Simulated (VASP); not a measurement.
# Ge (P6_3/mmc) in VASP: notebook

Runs on Ge. Level: PBEsol. Tasks: electric field gradients.

Everything below comes from runs of VASP 6.6.1. Logs are shortened: lines on timing, memory, paths and dates and some standing lists are left out, and cuts for length are marked.

### 1 The cell of the first run

It takes space group P6_3/mmc (No. 194, hexagonal). The conventional cell has a = 4.011 Å, b = 4.011 Å, c = 6.621 Å, α = 90.00°, β = 90.00°, γ = 120.00°. Ge (site symmetry 3m) has 4 Ge at 2.46 to 2.48 Å within 3.2 Å.

### 2 Electric field gradients, PBEsol (volume scaled by 1.01)

File INCAR:

```
PREC = Accurate
ENCUT = 520
EDIFF = 1E-8
ISMEAR = -1
SIGMA = 0.05
LREAL = F
LASPH = T
NELM = 100
ALGO = Normal
ISIF = 2
LWAVE = F
LCHARG = F
GGA = PS
LEFG = T
NBANDS = 36
```

File KPOINTS:

```
Automatic mesh
0
Gamma
  11 11 6
```

File POSCAR:

```
Ge
1.0
    4.0108669568      0.0000000000      0.0000000000
   -2.0054334784      3.4735126758      0.0000000000
    0.0000000000      0.0000000000      6.6213029548
Ge
4
Direct
    0.6666666667      0.3333333333      0.0629012500
    0.3333333333      0.6666666667      0.5629012500
    0.6666666667      0.3333333333      0.4370987500
    0.3333333333      0.6666666667      0.9370987500
```

Potentials or basis: VASP PAW PBE potentials, release 64 (Ge_d).

Command:

```bash
$ cat potpaw_PBE.64/Ge_d/POTCAR > POTCAR
$ mpirun -np 1 vasp_std > vasp.out
```

OUTCAR:

```text
PREC = Accurate
   ENCUT = 520
   EDIFF = 1E-8
   ISMEAR = -1
   LREAL = F
   LASPH = T
   NELM = 100
   ISIF = 2
   GGA = PS

 ion  position               nearest neighbor table
   1  0.667  0.333  0.063-   4 2.46   4 2.46   4 2.46   3 2.48
   2  0.333  0.667  0.563-   3 2.46   3 2.46   3 2.46   4 2.48
   3  0.667  0.333  0.437-   2 2.46   2 2.46   2 2.46   1 2.48
   4  0.333  0.667  0.937-   1 2.46   1 2.46   1 2.46   2 2.48

  LATTYP: Found a hexagonal cell.
 ALAT       =     4.0108669568
 C/A-ratio  =     1.6508408347

  Lattice vectors:

 A1 = (   4.0108669568,   0.0000000000,   0.0000000000)
 A2 = (  -2.0054334784,   3.4735126758,   0.0000000000)
 A3 = (   0.0000000000,   0.0000000000,   6.6213029548)

Analysis of symmetry for initial positions (statically):
=====================================================================
 Subroutine PRICEL returns:
 Original cell was already a primitive cell.

 Routine SETGRP: Setting up the symmetry group for a
 hexagonal supercell.

 Subroutine GETGRP returns: Found 24 space group operations
 (whereof 12 operations were pure point group operations)
 out of a pool of 24 trial point group operations.

The static configuration has the point symmetry D_3d.
 The point group associated with its full space group is D_6h.

Analysis of symmetry for dynamics (positions and initial velocities):
=====================================================================
 Subroutine PRICEL returns:
 Original cell was already a primitive cell.

 Routine SETGRP: Setting up the symmetry group for a
 hexagonal supercell.

 Subroutine GETGRP returns: Found 24 space group operations
 (whereof 12 operations were pure point group operations)
 out of a pool of 24 trial point group operations.

The dynamic configuration has the point symmetry D_3d.
 The point group associated with its full space group is D_6h.

 Subroutine INISYM returns: Found 24 space group operations
 (whereof 12 operations are pure point group operations),
 and found     1 'primitive' translations

----------------------------------------------------------------------------------------

                                     Primitive cell

  volume of cell :      92.2467

  direct lattice vectors                    reciprocal lattice vectors
     4.010866957  0.000000000  0.000000000     0.249322655  0.143946502  0.000000000
    -2.005433478  3.473512676  0.000000000     0.000000000  0.287893004  0.000000000
     0.000000000  0.000000000  6.621302955     0.000000000  0.000000000  0.151027676

  length of vectors
     4.010866957  4.010866957  6.621302955     0.287893004  0.287893004  0.151027676

  position of ions in fractional coordinates (direct lattice)
     0.666666667  0.333333333  0.062901250
     0.333333333  0.666666667  0.562901250
     0.666666667  0.333333333  0.437098750
     0.333333333  0.666666667  0.937098750

  ion indices of the primitive-cell ions
   primitive index   ion index
                 1           1
                 2           2
                 3           3
                 4           4

----------------------------------------------------------------------------------------

 KPOINTS: Automatic mesh

Automatic generation of k-mesh.
 Grid dimensions read from file:
 generate k-points for:   11   11    6

 Generating k-lattice:

  Cartesian coordinates                     Fractional coordinates (reciprocal lattice)
     0.022665696  0.013086046  0.000000000     0.090909091 -0.000000000  0.000000000
     0.000000000  0.026172091  0.000000000     0.000000000  0.090909091  0.000000000
     0.000000000  0.000000000  0.025171279     0.000000000  0.000000000  0.166666667

  Length of vectors
     0.026172091  0.026172091  0.025171279

  Shift w.r.t. Gamma in fractional coordinates (k-lattice)
     0.000000000  0.000000000  0.000000000

 Subroutine IBZKPT returns following result:
 ===========================================

 Found     64 irreducible k-points:

 Following reciprocal coordinates:
            Coordinates               Weight
  0.000000  0.000000  0.000000      1.000000
  0.090909  0.000000  0.000000      6.000000
  0.181818  0.000000  0.000000      6.000000
  0.272727  0.000000  0.000000      6.000000
  0.363636  0.000000  0.000000      6.000000
  0.454545  0.000000  0.000000      6.000000
[... 16 lines left out ...]
  0.090909  0.090909  0.166667     12.000000
  0.181818  0.090909  0.166667     24.000000
 [... further k-points ...]
   k-points           NKPTS =     64   k-points in BZ     NKDIM =     64   number of bands    NBANDS=     36
   number of dos      NEDOS =    301   number of ions     NIONS =      4
   total plane-waves  NPLWV =  45000
   dimension x,y,z NGX =    30 NGY =   30 NGZ =   50
   dimension x,y,z NGXF=    60 NGYF=   60 NGZF=  100
   ions per type =               4
   NGX,Y,Z   is equivalent  to a cutoff of  12.43, 12.43, 12.55 a.u.
   NGXF,Y,Z  is equivalent  to a cutoff of  24.87, 24.87, 25.11 a.u.
 SYSTEM =  unknown system
   PREC   = accura    normal or accurate (medium, high low for compatibility)
   ISTART =      0    job   : 0-new  1-cont  2-samecut
   ICHARG =      2    charge: 1-file 2-atom 10-const
   ISPIN  =      1    spin polarized calculation?
   LNONCOLLINEAR =      F non collinear calculations
   LSORBIT =      F    spin-orbit coupling
   LASPH  =      T    aspherical Exc in radial PAW
   ENCUT  =  520.0 eV  38.22 Ry    6.18 a.u.   7.46  7.46 12.31*2*pi/ulx,y,z
   NELM   =    100;   NELMIN=  2; NELMDL= -5     # of ELM steps
   EDIFF  = 0.1E-07   stopping-criterion for ELM
   LREAL  =      F    real-space projection
   EDIFFG = 0.1E-06   stopping-criterion for IOM
   NSW    =      0    number of steps for IOM
   IBRION =     -1    ionic relax: 0-MD 1-quasi-New 2-CG
   NFREE  =      0    steps in history (QN), initial steepest desc. (CG)
   ISIF   =      2    stress and relaxation
   ISYM   =      2    0-nonsym 1-usesym 2-fastsym
   POTIM  = 0.5000    time-step for ionic-motion
   TEBEG  =    0.0;   TEEND  =   0.0 temperature during run
   PSTRESS=    0.0 pullay stress
   NELECT =      56.0000    total number of electrons
   NUPDOWN=      -1.0000    fix difference up-down
   EMIN   =  10.00;   EMAX   =-10.00  energy-range for DOS
   EFERMI =   0.00;   METHOD = LEGACY
   ISMEAR =    -1;   SIGMA  =   0.05  broadening in eV -4-tet -1-fermi 0-gaus
   EFERMI_NEDOS =   21; number of points for ismear=-14 and -15
   IALGO  =     38    algorithm
   IMIX   =      4    mixing-type and parameters
     AMIX     =   0.40;   BMIX     =  1.00
     AMIX_MAG =   1.60;   BMIX_MAG =  1.00
  volume/ion in A,a.u.               =      23.06       155.63
  Fermi-wavevector in a.u.,A,eV,Ry     =   1.386183  2.619506 26.143648  1.921504
  Thomas-Fermi vector in A             =   2.510523
   LORBIT       =      0    0 simple, 1 ext, 2 COOP (PROOUT), +10 PAW based schemes
   GGA     = PS    functional components
   LHFCALC =     F    Hartree Fock is set to
   AEXX    =    0.0000 exact exchange contribution
   IVDW    =     0    specifies the selected vdW correction
   LEPSILON=     F    determine dielectric tensor
   LRPA    =     F    only Hartree local field effects (RPA)
 non-spin polarized calculation
  energy-cutoff  :      520.00
  volume of cell :       92.25
 maximum number of plane-waves:      2539
 NGX is ok and might be reduce to    30
   NGX = 15   NGY = 15   NGZ = 25

 number of electron      56.0000044 magnetization

 Free energy of the ion-electron system (eV)
  ---------------------------------------------------
  ext. energy  EPLUGINS =         0.00000000
  ---------------------------------------------------
  free energy    TOTEN  =       -19.68202275 eV

  energy without entropy =      -19.68080047  energy(sigma->0) =      -19.68141161

 E-fermi :   4.7420     XC(G=0): -10.0358

 val. band max:        4.6772921836   @ k =   0.0000   0.0000   0.1667
 cond. band min:       4.8527303270   @ k =   0.0000   0.0000   0.0000
 fundamental gap:      0.1754381434
 Fermi energy:         4.7419768824

 k-point     1 :       0.0000    0.0000    0.0000
  band No.  band energies     occupation
      1     -20.0928      2.00000
      2     -20.0928      2.00000
      3     -20.0555      2.00000
      4     -20.0555      2.00000
      5     -20.0553      2.00000
      6     -20.0424      2.00000
[... 28 lines left out ...]
     35       9.2515      0.00000
     36      10.6608      0.00000

 k-point     2 :       0.0909    0.0000    0.0000
  band No.  band energies     occupation
      1     -20.0981      2.00000
      2     -20.0945      2.00000
      3     -20.0605      2.00000
      4     -20.0584      2.00000
      5     -20.0555      2.00000
      6     -20.0359      2.00000
[... 28 lines left out ...]
     35       9.6139      0.00000
     36      11.1386      0.00000

 k-point     3 :       0.1818    0.0000    0.0000
  band No.  band energies     occupation
      1     -20.1064      2.00000
      2     -20.0978      2.00000
      3     -20.0700      2.00000
      4     -20.0645      2.00000
      5     -20.0541      2.00000
      6     -20.0265      2.00000
[... 28 lines left out ...]
     35      10.3410      0.00000
     36      10.5391      0.00000
[... 742 lines left out ...]
 k-point    23 :       0.0909    0.0909    0.1667
  band No.  band energies     occupation
      1     -20.1013      2.00000
      2     -20.0961      2.00000
      3     -20.0671      2.00000
      4     -20.0654      2.00000
      5     -20.0569      2.00000
      6     -20.0313      2.00000
[... 28 lines left out ...]
     35      10.2925      0.00000
     36      11.1462      0.00000

 k-point    24 :       0.1818    0.0909    0.1667
  band No.  band energies     occupation
      1     -20.1063      2.00000
      2     -20.1003      2.00000
      3     -20.0739      2.00000
      4     -20.0731      2.00000
      5     -20.0519      2.00000
      6     -20.0233      2.00000
[... 28 lines left out ...]
     35      10.8349      0.00000
     36      11.4972      0.00000

 [... further k-points ...]

------------------------ aborting loop because EDIFF is reached ----------------------------------------

  FORCE on cell =-STRESS in cart. coord.  units (eV):
  Direction    XX          YY          ZZ          XY          YZ          ZX
  --------------------------------------------------------------------------------------
  -------------------------------------------------------------------------------------
  Total       -0.4283617     -0.4283617     -0.4951894      0.0000000      0.0000000      0.0000000
  in kB       -7.4399594     -7.4399594     -8.6006511      0.0000000      0.0000000      0.0000000
  external PRESSURE =      -7.8268566 kB  Pullay stress =       0.0000000 kB

 VOLUME and BASIS-vectors are now :
 -----------------------------------------------------------------------------
  energy-cutoff  :      520.00
  volume of cell :       92.25
      direct lattice vectors                 reciprocal lattice vectors
     4.010866957  0.000000000  0.000000000     0.249322655  0.143946502  0.000000000
    -2.005433478  3.473512676  0.000000000     0.000000000  0.287893004  0.000000000
     0.000000000  0.000000000  6.621302955     0.000000000  0.000000000  0.151027676

 POSITION                                       TOTAL-FORCE (eV/Angst)
 -----------------------------------------------------------------------------------
      2.00543      1.15784      0.41649        -0.000000     -0.000000     -0.002728
     -0.00000      2.31568      3.72714         0.000000      0.000000     -0.002728
      2.00543      1.15784      2.89416         0.000000     -0.000000      0.002728
     -0.00000      2.31568      6.20481        -0.000000      0.000000      0.002728
 -----------------------------------------------------------------------------------
    total drift:                                0.000000     -0.000000      0.000000

  FREE ENERGIE OF THE ION-ELECTRON SYSTEM (eV)
  ---------------------------------------------------
  free  energy   TOTEN  =       -19.6820227538 eV

  energy  without entropy=      -19.6808004707  energy(sigma->0) =      -19.68141161

 Electric field gradients (V/A^2)
---------------------------------------------------------------------
 ion       V_xx      V_yy      V_zz      V_xy      V_xz      V_yz
---------------------------------------------------------------------
   1      -3.748    -3.752     7.500    -0.004     0.000    -0.000
   2      -3.748    -3.752     7.500    -0.004    -0.000     0.000
   3      -3.748    -3.752     7.500    -0.004    -0.000     0.000
   4      -3.748    -3.752     7.500    -0.004     0.000    -0.000
---------------------------------------------------------------------

 Electric field gradients after diagonalization (V/A^2)
 (convention: |V_zz| > |V_xx| > |V_yy|)
----------------------------------------------------------------------
 ion       V_xx      V_yy      V_zz     asymmetry (V_yy - V_xx)/ V_zz
----------------------------------------------------------------------
   1      -3.754    -3.745     7.500       0.001
   2      -3.754    -3.745     7.500       0.001
   3      -3.754    -3.745     7.500       0.001
   4      -3.754    -3.745     7.500       0.001
----------------------------------------------------------------------

           NMR quadrupolar parameters

 Cq : quadrupolar parameter    Cq=e*Q*V_zz/h
 eta: asymmetry parameters     (V_yy - V_xx)/ V_zz
 Q  : nuclear electric quadrupole moment in mb (millibarn)
----------------------------------------------------------------------
 ion       Cq(MHz)       eta       Q (mb)
----------------------------------------------------------------------
   1       0.018       0.001       1.000
   2       0.018       0.001       1.000
   3       0.018       0.001       1.000
   4       0.018       0.001       1.000
----------------------------------------------------------------------
```

Wall time 2.5 min (1 thread of Intel Xeon Platinum 8488C (Sapphire Rapids), shared host); peak memory 0.29 GiB.

Results:

```yaml
Free_energy: -19.6820 eV
Pressure: -0.8 GPa
Band_gap_on_the_k_mesh: zero (filled and empty bands touch)
```

Forces on the atoms (eV/Å):
```
Ge   0.000  0.000 -0.003
Ge   0.000  0.000 -0.003
Ge   0.000  0.000  0.003
Ge   0.000  0.000  0.003
```

Levels at points of the mesh, in eV from the Fermi level:
```csv
k point,band 25,band 26,band 27,band 28,band 29,band 30,band 31,band 32
"(0.00, 0.00, 0.00)",-1.47,-0.17,-0.17,-0.14,0.11,0.11,2.24,2.24
"(0.00, 0.00, 0.50)",-0.86,-0.86,-0.86,-0.86,0.60,0.60,3.33,3.33
```

Electric field gradients, principal values (V/Å²):
```tsv
atom	least	middle	greatest (by size)
1 Ge	-3.745	-3.754	7.500
2 Ge	-3.745	-3.754	7.500
3 Ge	-3.745	-3.754	7.500
4 Ge	-3.745	-3.754	7.500
```

Caveat: without QUAD_EFG the Cq values of the log hold for a quadrupole moment of 1 mb, not for the nuclei; the PAW data sets were made with another functional, which shifts forces and pressure a little.

(Part 1 of 3 ends here.)
